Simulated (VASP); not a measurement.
# La (Im-3m) in VASP: a series of runs, part 2 of 2

VASP 6.6.1. The steps go on from the part before.

**4. Single point, PBE**

This run uses another cell than the first one, of 37.06 Å³/atom.

The input, INCAR:

```
ALGO     = Normal         # electronic algorithm
EDIFF    = 1E-6           # SCF threshold, eV
ENCUT    = 520            # plane-wave cutoff, eV
GGA      = PE             # functional
ISIF     = 2              # what is computed and relaxed
ISMEAR   = -1             # smearing method
LASPH    = T              # aspherical terms in the spheres
LCHARG   = F              # write CHGCAR
LREAL    = F              # projectors in reciprocal space
LWAVE    = F              # write WAVECAR
NBANDS   = 12             # bands
NELM     = 80             # most SCF steps
PREC     = Accurate       # precision mode
SIGMA    = 0.06122561905347299 # smearing width, eV
```

The input, KPOINTS:

```
k-points
0
Gamma
  12 12 12
```

The input, POSCAR:

```
La
1.0
   -2.1002160889      2.1002160889      2.1002160889
    2.1002160889     -2.1002160889      2.1002160889
    2.1002160889      2.1002160889     -2.1002160889
La
1
Direct
    0.0000000000      0.0000000000      0.0000000000
```

Potentials or basis: VASP PAW PBE potentials, release 64 (La).

On the command line:

```console
cat potpaw_PBE.64/La/POTCAR > POTCAR
mpirun -np 1 vasp_std > vasp.out
```

OUTCAR:

```text
EDIFF = 1E-6
   ENCUT = 520
   GGA = PE
   ISIF = 2
   ISMEAR = -1
   LASPH = T
   LREAL = F
   NELM = 80
   PREC = Accurate

 ion  position               nearest neighbor table
   1  0.000  0.000  0.000-

  LATTYP: Found a body centered cubic cell.
 ALAT       =     4.2004321778

  Lattice vectors:

 A1 = (  -2.1002160889,   2.1002160889,   2.1002160889)
 A2 = (   2.1002160889,  -2.1002160889,   2.1002160889)
 A3 = (   2.1002160889,   2.1002160889,  -2.1002160889)

Analysis of symmetry for initial positions (statically):
=====================================================================
 Subroutine PRICEL returns:
 Original cell was already a primitive cell.

 Routine SETGRP: Setting up the symmetry group for a
 body centered cubic supercell.

 Subroutine GETGRP returns: Found 48 space group operations
 (whereof 48 operations were pure point group operations)
 out of a pool of 48 trial point group operations.

The static configuration has the point symmetry O_h .

Analysis of symmetry for dynamics (positions and initial velocities):
=====================================================================
 Subroutine PRICEL returns:
 Original cell was already a primitive cell.

 Routine SETGRP: Setting up the symmetry group for a
 body centered cubic supercell.

 Subroutine GETGRP returns: Found 48 space group operations
 (whereof 48 operations were pure point group operations)
 out of a pool of 48 trial point group operations.

The dynamic configuration has the point symmetry O_h .

 Subroutine INISYM returns: Found 48 space group operations
 (whereof 48 operations are pure point group operations),
 and found     1 'primitive' translations

----------------------------------------------------------------------------------------

                                     Primitive cell

  volume of cell :      37.0554

  direct lattice vectors                    reciprocal lattice vectors
    -2.100216089  2.100216089  2.100216089     0.000000000  0.238070741  0.238070741
     2.100216089 -2.100216089  2.100216089     0.238070741  0.000000000  0.238070741
     2.100216089  2.100216089 -2.100216089     0.238070741  0.238070741  0.000000000

  length of vectors
     3.637680973  3.637680973  3.637680973     0.336682870  0.336682870  0.336682870

  position of ions in fractional coordinates (direct lattice)
     0.000000000  0.000000000  0.000000000

  ion indices of the primitive-cell ions
   primitive index   ion index
                 1           1

----------------------------------------------------------------------------------------

 KPOINTS: k-points

Automatic generation of k-mesh.
 Grid dimensions read from file:
 generate k-points for:   12   12   12

 Generating k-lattice:

  Cartesian coordinates                     Fractional coordinates (reciprocal lattice)
     0.000000000  0.019839228  0.019839228     0.083333333  0.000000000  0.000000000
     0.019839228  0.000000000  0.019839228     0.000000000  0.083333333  0.000000000
     0.019839228  0.019839228  0.000000000     0.000000000  0.000000000  0.083333333

  Length of vectors
     0.028056906  0.028056906  0.028056906

  Shift w.r.t. Gamma in fractional coordinates (k-lattice)
     0.000000000  0.000000000  0.000000000

 Subroutine IBZKPT returns following result:
 ===========================================

 Found     72 irreducible k-points:

 Following reciprocal coordinates:
            Coordinates               Weight
  0.000000  0.000000  0.000000      1.000000
  0.083333  0.000000  0.000000     12.000000
  0.166667  0.000000  0.000000     12.000000
  0.250000  0.000000  0.000000     12.000000
  0.333333  0.000000  0.000000     12.000000
  0.416667  0.000000  0.000000     12.000000
[... 16 lines left out ...]
  0.333333  0.083333  0.083333     24.000000
  0.416667  0.083333  0.083333     12.000000
 [... further k-points ...]
   k-points           NKPTS =     72   k-points in BZ     NKDIM =     72   number of bands    NBANDS=     12
   number of dos      NEDOS =    301   number of ions     NIONS =      1
   total plane-waves  NPLWV =  21952
   dimension x,y,z NGX =    28 NGY =   28 NGZ =   28
   dimension x,y,z NGXF=    56 NGYF=   56 NGZF=   56
   ions per type =               1
   NGX,Y,Z   is equivalent  to a cutoff of  12.80, 12.80, 12.80 a.u.
   NGXF,Y,Z  is equivalent  to a cutoff of  25.59, 25.59, 25.59 a.u.
 SYSTEM =  unknown system
   PREC   = accura    normal or accurate (medium, high low for compatibility)
   ISTART =      0    job   : 0-new  1-cont  2-samecut
   ICHARG =      2    charge: 1-file 2-atom 10-const
   ISPIN  =      1    spin polarized calculation?
   LNONCOLLINEAR =      F non collinear calculations
   LSORBIT =      F    spin-orbit coupling
   LASPH  =      T    aspherical Exc in radial PAW
   ENCUT  =  520.0 eV  38.22 Ry    6.18 a.u.   6.76  6.76  6.76*2*pi/ulx,y,z
   NELM   =     80;   NELMIN=  2; NELMDL= -5     # of ELM steps
   EDIFF  = 0.1E-05   stopping-criterion for ELM
   LREAL  =      F    real-space projection
   EDIFFG = 0.1E-04   stopping-criterion for IOM
   NSW    =      0    number of steps for IOM
   IBRION =     -1    ionic relax: 0-MD 1-quasi-New 2-CG
   NFREE  =      0    steps in history (QN), initial steepest desc. (CG)
   ISIF   =      2    stress and relaxation
   ISYM   =      2    0-nonsym 1-usesym 2-fastsym
   POTIM  = 0.5000    time-step for ionic-motion
   TEBEG  =    0.0;   TEEND  =   0.0 temperature during run
   PSTRESS=    0.0 pullay stress
   NELECT =      11.0000    total number of electrons
   NUPDOWN=      -1.0000    fix difference up-down
   EMIN   =  10.00;   EMAX   =-10.00  energy-range for DOS
   EFERMI =   0.00;   METHOD = LEGACY
   ISMEAR =    -1;   SIGMA  =   0.06  broadening in eV -4-tet -1-fermi 0-gaus
   EFERMI_NEDOS =   21; number of points for ismear=-14 and -15
   IALGO  =     38    algorithm
   IMIX   =      4    mixing-type and parameters
     AMIX     =   0.40;   BMIX     =  1.00
     AMIX_MAG =   1.60;   BMIX_MAG =  1.00
  volume/ion in A,a.u.               =      37.06       250.06
  Fermi-wavevector in a.u.,A,eV,Ry     =   1.092082  2.063735 16.226882  1.192642
  Thomas-Fermi vector in A             =   2.228340
   LORBIT       =      0    0 simple, 1 ext, 2 COOP (PROOUT), +10 PAW based schemes
   GGA     = PE    functional components
   LHFCALC =     F    Hartree Fock is set to
   AEXX    =    0.0000 exact exchange contribution
   IVDW    =     0    specifies the selected vdW correction
   LEPSILON=     F    determine dielectric tensor
   LRPA    =     F    only Hartree local field effects (RPA)
 non-spin polarized calculation
  energy-cutoff  :      520.00
  volume of cell :       37.06
 maximum number of plane-waves:      1012
   NGX = 13   NGY = 13   NGZ = 13

 number of electron      11.0000001 magnetization

 Free energy of the ion-electron system (eV)
  ---------------------------------------------------
  ext. energy  EPLUGINS =         0.00000000
  ---------------------------------------------------
  free energy    TOTEN  =        -4.77379268 eV

  energy without entropy =       -4.73635742  energy(sigma->0) =       -4.75507505

 E-fermi :   7.8815     XC(G=0):  -9.5708

 val. band max:        7.8731755156   @ k =   0.5000   0.5000   0.0833
 cond. band min:       7.8867259035   @ k =   0.2500   0.1667   0.0000
 fundamental gap:      0.0135503878
 Fermi energy:         7.8815448029

 k-point     1 :       0.0000    0.0000    0.0000
  band No.  band energies     occupation
      1     -25.0050      2.00000
      2      -7.9849      2.00000
      3      -7.9849      2.00000
      4      -7.9849      2.00000
      5       4.7069      2.00000
      6       9.3713      0.00000
      7       9.3713      0.00000
      8       9.3713      0.00000
      9       9.3979      0.00000
     10       9.3979      0.00000
     11       9.3979      0.00000
     12      10.1403      0.00000
[... 331 lines left out ...]
 k-point    24 :       0.4167    0.0833    0.0833
  band No.  band energies     occupation
      1     -24.7900      2.00000
      2      -9.2818      2.00000
      3      -8.4925      2.00000
      4      -8.1027      2.00000
      5       6.5258      2.00000
      6       7.6800      1.92833
      7       9.4556      0.00000
      8       9.5354      0.00000
      9       9.7427      0.00000
     10       9.9873      0.00000
     11      10.0106      0.00000
     12      10.1204      0.00000

 [... further k-points ...]

------------------------ aborting loop because EDIFF is reached ----------------------------------------

  FORCE on cell =-STRESS in cart. coord.  units (eV):
  Direction    XX          YY          ZZ          XY          YZ          ZX
  --------------------------------------------------------------------------------------
  -------------------------------------------------------------------------------------
  Total        0.1533176      0.1533176      0.1533176      0.0000000     -0.0000000      0.0000000
  in kB        6.6290386      6.6290386      6.6290386      0.0000000     -0.0000000      0.0000000
  external PRESSURE =       6.6290386 kB  Pullay stress =       0.0000000 kB

 VOLUME and BASIS-vectors are now :
 -----------------------------------------------------------------------------
  energy-cutoff  :      520.00
  volume of cell :       37.06
      direct lattice vectors                 reciprocal lattice vectors
    -2.100216089  2.100216089  2.100216089     0.000000000  0.238070741  0.238070741
     2.100216089 -2.100216089  2.100216089     0.238070741  0.000000000  0.238070741
     2.100216089  2.100216089 -2.100216089     0.238070741  0.238070741  0.000000000

 POSITION                                       TOTAL-FORCE (eV/Angst)
 -----------------------------------------------------------------------------------
      0.00000      0.00000      0.00000        -0.000000      0.000000     -0.000000
 -----------------------------------------------------------------------------------
    total drift:                                0.000000      0.000000      0.000000

  FREE ENERGIE OF THE ION-ELECTRON SYSTEM (eV)
  ---------------------------------------------------
  free  energy   TOTEN  =        -4.7737926752 eV

  energy  without entropy=       -4.7363574154  energy(sigma->0) =       -4.75507505
```

It took 18 s on 1 thread of Intel Xeon 6975P-C (Granite Rapids), shared host; peak memory 0.19 GiB.

What came out:

```yaml
Free_energy: -4.7738 eV
Pressure: 0.7 GPa
Band_gap_on_the_k_mesh: zero (an odd number of electrons rules out a gap without spin polarisation)
```

Levels at points of the mesh, in eV from the Fermi level:
```csv
k point,band 3,band 4,band 5,band 6,band 7,band 8,band 9,band 10
"(0.00, 0.00, 0.00)",-15.87,-15.87,-3.17,1.49,1.49,1.49,1.52,1.52
"(0.50, 0.00, 0.00)",-16.30,-15.89,-1.81,-0.20,1.52,1.60,1.86,2.13
"(0.50, 0.50, 0.50)",-16.80,-16.80,-1.89,-1.89,1.66,1.82,1.82,1.82
```

Caveat: spin-orbit coupling is left out, which moves the levels of the heavy elements.

**5. Summary**

```tsv
cell	gap on the mesh (eV)	pressure (GPa)
a = 3.587 Å, angles 109.5°, 1 atom	none	1.9
a = 3.613 Å, angles 109.5°, 1 atom	none	1.3
a = 3.638 Å, angles 109.5°, 1 atom	none	0.7
```

Alike in all rows: task single point; level PBE; potentials or basis VASP PAW PBE potentials, release 64 (La); no spin polarisation; k mesh 12 × 12 × 12; cutoff (eV) 520; smearing fermi-dirac 0.0612256 eV.

Caveats: spin-orbit coupling is left out, which moves the levels of the heavy elements.

Total energies depend on the potentials used, so only differences within one code and one set of settings carry meaning.

The gap in the log of VASP goes by the Fermi energy; the results here count the filled bands.